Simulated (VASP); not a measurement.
Write the native input for VASP 6.6.1 that does the following.

| Quantity | Value |
| --- | --- |
| Task | single point |
| Functional | PBE |
| Dispersion | D3(BJ) |
| Potentials or basis | VASP PAW PBE potentials, release 64 (Al, Ti_sv, H) |
| Cutoff | 520 eV |
| k mesh | 6 × 6 × 1 |
| Occupations | gaussian, width 0.1 eV |
| Spin | no spin polarisation |
| Dipole correction | yes |
| Further INCAR settings | ALGO = Normal; EDIFF = 1e-06; NBANDS = 32 |

The structure of Ti2Al6H lies in POSCAR:

```
Ti2Al6H
1.0
    5.0241861190      0.0000000000      0.0000000000
    2.1588814530      4.5367033218      0.0000000000
    0.0000000000      0.0000000000     21.2187109014
Al Ti H
6 2 1
Direct
    0.5000000000      0.0000000000      0.1885128658
    0.0000000000      0.5000000000      0.1885128658
    0.0000000000      0.0000000000      0.2517328341
    0.0000000000      0.5000000000      0.3193548961
    0.5000000000      0.0000000000      0.3193548961
    0.5000000000      0.5000000000      0.3826203646
    0.5000000000      0.5000000000      0.2517328341
    0.0000000000      0.0000000000      0.3797002555
    0.8333333333      1.0000000000      0.5145793706
```

These files were run (other wordings do the same):

INCAR

```
SYSTEM = Ti2Al6H
PREC = Accurate
ENCUT = 520
EDIFF = 1E-6
ISMEAR = 0
SIGMA = 0.1
LREAL = .FALSE.
LASPH = .TRUE.
NELM = 60
ALGO = Normal
ISIF = 2
LWAVE = .FALSE.
LCHARG = .FALSE.
LDIPOL = .TRUE.
IDIPOL = 3
DIPOL = 0.5 0.5 0.311
GGA = PE
IVDW = 12
NBANDS = 32
```

KPOINTS

```
Automatic mesh
0
G
  6 6 1
  0 0 0
```

Potentials or basis: VASP PAW PBE potentials, release 64 (Al, Ti_sv, H).

Run with:

```bash
$ cat potpaw_PBE.64/Al/POTCAR potpaw_PBE.64/Ti_sv/POTCAR potpaw_PBE.64/H/POTCAR > POTCAR
$ mpirun -np 1 vasp_std > vasp.out
```

It gave:

```yaml
Largest_force: 1.387 eV/Å
Band_gap_on_the_k_mesh: zero (an odd number of electrons rules out a gap without spin polarisation)
Dispersion_energy_per_atom: -0.226 eV
```

Wall time 5.7 min on 1 thread of AMD EPYC 9R45 96-Core Processor (Zen 5), with other jobs on the host, peak memory 0.66 GiB.
